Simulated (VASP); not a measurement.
A run of VASP 6.6.1 is set up as follows.

INCAR

```
PREC = Accurate
ENCUT = 520
EDIFF = 1E-6
ISMEAR = 1
SIGMA = 0.05
LREAL = F
LASPH = T
NELM = 80
ALGO = Normal
ISIF = 2
LWAVE = F
LCHARG = T
LELF = T
LVHAR = T
NBANDS = 11
```

KPOINTS

```
Automatic mesh
0
Gamma
  9 9 9
```

The input POSCAR:

```
Ca
1.0
   -2.2198093352      2.2198093352      2.2106590405
    2.2198093352     -2.2198093352      2.2106590405
    2.2198093352      2.2198093352     -2.2106590405
Ca
1
Direct
    0.5000000000      0.5000000000      0.0000000000
```

Potentials or basis: VASP PAW LDA potentials, release 64 (Ca_sv).

Run with:

```sh
$ cat potpaw_LDA.64/Ca_sv/POTCAR > POTCAR
$ mpirun -np 1 vasp_std > vasp.out
```

Task: Predict the pressure.

Result: -2.1 GPa.

Task: Predict the band gap on the k mesh.

Result: Zero (bands 5 and 6 overlap by 0.17 eV).
